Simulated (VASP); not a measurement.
Write the native input for VASP 6.6.1 that does the following.

* Task: single point
* Functional: PBE
* Potentials or basis: VASP PAW PBE potentials, release 64 (Co, H)
* Cutoff: 600 eV
* k mesh: 3 × 3 × 3
* Occupations: gaussian, width 0.1 eV
* Spin: no spin polarisation
* Dipole correction: no
* Further INCAR settings: ALGO = Normal; EDIFF = 1e-06; NBANDS = 14

The structure of CoH3 lies in POSCAR:

```
CoH3
1.0
    2.6113350000      0.0000000000      0.0000000000
    0.0000000000      2.6113350000      0.0000000000
    0.0000000000      0.0000000000      2.6113350000
Co H
1 3
Direct
    0.0000000000      0.0000000000      0.0000000000
    0.0000000000      0.5000000000      0.5000000000
    0.5000000000      0.0000000000      0.5000000000
    0.5000000000      0.5000000000      0.0000000000
```

The input as run:

INCAR

```
SYSTEM = CoH3
  PREC = Accurate
  ENCUT = 600
  EDIFF = 1E-6
  ISMEAR = 0
  SIGMA = 0.1
  LREAL = .FALSE.
  LASPH = .TRUE.
  NELM = 120
  ALGO = Normal
  ISIF = 2
  LWAVE = .FALSE.
  LCHARG = .FALSE.
  GGA = PE
  NBANDS = 14
  GGA_COMPAT = .FALSE.
```

KPOINTS

```
Automatic mesh
0
G
  3 3 3
  0 0 0
```

Potentials or basis: VASP PAW PBE potentials, release 64 (Co, H).

Command:

```console
$ cat potpaw_PBE.64/Co/POTCAR potpaw_PBE.64/H/POTCAR > POTCAR
$ mpirun -np 1 vasp_std > vasp.out
```

It gave:

```json
{"Pressure": "-1.0 GPa", "Band gap on the k mesh": "1.19 eV, indirect (least direct gap 1.68 eV)"}
```

Caveat: the k points lie up to 0.80 Å⁻¹ apart.

It took 5.7 s on 1 thread of AMD EPYC 7R43 64-Core Processor (Zen 3), with other jobs on the host, peak memory 0.1 GiB.
